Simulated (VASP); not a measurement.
A run of VASP 6.6.1 is set up as follows.

File INCAR:

```
SYSTEM = MgS
ALGO     = Normal         ! electronic algorithm
EDIFF    = 1E-6           ! SCF threshold, eV
ENCUT    = 520            ! plane-wave cutoff, eV
GGA      = PE             ! functional
ISIF     = 2              ! what is computed and relaxed
ISMEAR   = 0              ! smearing method
ISYM     = 0            
LASPH    = .True.         ! aspherical terms in the spheres
LCHARG   = .False.        ! write CHGCAR
LREAL    = .False.        ! projectors in reciprocal space
LWAVE    = .False.        ! write WAVECAR
NBANDS   = 16             ! bands
NELM     = 80             ! most SCF steps
PREC     = Accurate       ! precision mode
SIGMA    = 0.05           ! smearing width, eV
```

The input KPOINTS:

```
k-points
0
Gamma
  9 9 8
  0 0 0
```

File POSCAR:

```
MgS
1.0
    0.0000000000     -2.8485905209     -2.8485905209
   -2.8485905209      0.0000000000     -2.8485905209
    2.8485905209      2.8485905209     -5.6971810419
Mg S
2 2
Direct
    0.0000000000      0.0000000000      0.0000000000
    0.5000000000      0.5000000000      0.5000000000
    0.3750000000      0.3750000000      0.8750000000
    0.8750000000      0.8750000000      0.3750000000
```

Potentials or basis: VASP PAW PBE potentials, release 64 (Mg, S).

Command:

```bash
$ cat potpaw_PBE.64/Mg/POTCAR potpaw_PBE.64/S/POTCAR > POTCAR
$ mpirun -np 1 vasp_std > vasp.out
```

Problem. What does it give for the band gap on the k mesh?

Solution. 3.37 eV.

Problem. Estimate the pressure.

Solution. -0.1 GPa.

Caveat: an odd mesh through Γ misses points on the zone boundary, where band edges can lie.
